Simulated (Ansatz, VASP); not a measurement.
**One calculation of IrPdC4N4, two programs**

```xyz
10
Lattice="5.9342 0.0000 0.0000 0.0000 5.9342 0.0000 0.0000 0.0000 5.9342" Properties=species:S:1:pos:R:3 pbc="T T T"
Pd    0.0000    0.0000    0.0000
Ir    2.9671    2.9671    2.9671
C     1.1592    1.1592    1.1592
C     1.1592    4.7750    4.7750
C     4.7750    1.1592    4.7750
C     4.7750    4.7750    1.1592
N     1.8466    1.8466    1.8466
N     1.8466    4.0876    4.0876
N     4.0876    1.8466    4.0876
N     4.0876    4.0876    1.8466
```

Alike in both runs: task relaxation of cell and atoms; functional PBE; k mesh 6 × 6 × 6; occupations gaussian, width 0.1 eV; collinear spin.

```csv
,VASP,Ansatz
version,VASP 6.6.1,Ansatz 0.2.0
potentials or method,"VASP PAW PBE potentials, release 64 (Pd, Ir, C, N), cutoff 600 eV","scalar-relativistic, plane waves, PAW"
valence electrons in the cell,55,71
```

|  | VASP | Ansatz | Ansatz less VASP |
| --- | --- | --- | --- |
| gap on the k mesh at the Fermi level, each at its own relaxed structure (eV) | none | none | - |
| net moment per atom (μB) | 0.10 | 0.10 | 0.000 |
| size of the moment on the site where the two differ most (μB) | 0.89 | 0.55 | -0.338 |
| relaxed volume (Å³/atom) | 20.97 | 20.91 | -0.063 |
| relaxed cell length with the largest relative difference (Å) | 5.941 | 5.935 | -0.0060 |

Site moments also hang on the region over which each program counts them. A gap of «none» marks a metal or a gap that the smearing closes. VASP's potentials hold 55 valence electrons a cell and Ansatz's 71, so a difference there can come from the potentials and not from the codes.

Neither program's run includes spin-orbit coupling. Noted on VASP's run: the standard files for N, O and F lose accuracy on very short bonds.
